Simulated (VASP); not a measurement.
A run of VASP 6.6.1 is set up as follows.

INCAR

```
SYSTEM = BN
PREC = Accurate
ENCUT = 520
EDIFF = 1E-6
ISMEAR = 0
SIGMA = 0.01
LREAL = .False.
LASPH = .True.
NELM = 60
ALGO = Normal
ISIF = 2
LWAVE = .False.
LCHARG = .False.
GGA = CA
NBANDS = 11
```

Contents of KPOINTS:

```
Automatic mesh
0
Gamma
  9 9 9
  0 0 0
```

The input POSCAR:

```
BN
1.0
    0.0000000000      1.7706018915      1.7706018915
    1.7706018915      0.0000000000      1.7706018915
    1.7706018915      1.7706018915      0.0000000000
B N
1 1
Direct
    0.0000000000      0.0000000000      0.0000000000
    0.2500000000      0.2500000000      0.2500000000
```

Potentials or basis: VASP PAW LDA potentials, release 64 (B, N).

Run with:

```sh
$ cat potpaw_LDA.64/B/POTCAR potpaw_LDA.64/N/POTCAR > POTCAR
$ mpirun -np 1 vasp_std > vasp.out
```

Task: Estimate the band gap on the k mesh.

Result: 4.58 eV, indirect (least direct gap 8.98 eV).

Task: Estimate the pressure.

Result: 15.3 GPa.

A k mesh can miss the band edges.
